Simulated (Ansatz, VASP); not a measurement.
# TaN in VASP and in Ansatz

```
Ta N
1.0
     3.07983    0.00000    0.00000
    -1.53991    2.66721    0.00000
     0.00000    0.00000    5.96990
Ta N
2 2
Cartesian
  0.0000 1.7781 0.1797
  1.5399 0.8891 3.1647
  0.0000 1.7781 2.1187
  1.5399 0.8891 5.1036
```

Alike in both runs: task single point; functional PBEsol; k mesh 18 × 18 × 8; occupations gaussian, width 0.15 eV; no spin polarisation.

|  | VASP | Ansatz |
| --- | --- | --- |
| version | VASP 6.6.1 | Ansatz 0.2.0 |
| potentials or method | VASP PAW PBE potentials, release 64 (Ta_pv, N), cutoff 520 eV | scalar-relativistic, plane waves, PAW |
| valence electrons in the cell | 32 | 36 |

VASP gave:

```
gap on the k mesh at the Fermi level (eV)                     : none
pressure (GPa)                                                : 13.2
traceless stress, the component that is largest in VASP (GPa) : 3.40
rms of the force components (eV/Å)                            : 0.039
```

Problem. What did Ansatz give for the same quantities?

Solution. gap on the k mesh at the Fermi level (eV): none; pressure (GPa): 12.2; traceless stress, the component that is largest in VASP (GPa): 2.85; rms of the force components (eV/Å): 0.022.

VASP's potentials were made for PBE, not for PBEsol, and Ansatz warns of the same on its side. Atom by atom the forces differ by 0.016 eV/Å (rms over components). A gap of «none» marks a metal or a gap that the smearing closes. VASP's potentials hold 32 valence electrons a cell and Ansatz's 36, so a difference there can come from the potentials and not from the codes.

Neither program's run includes spin-orbit coupling.
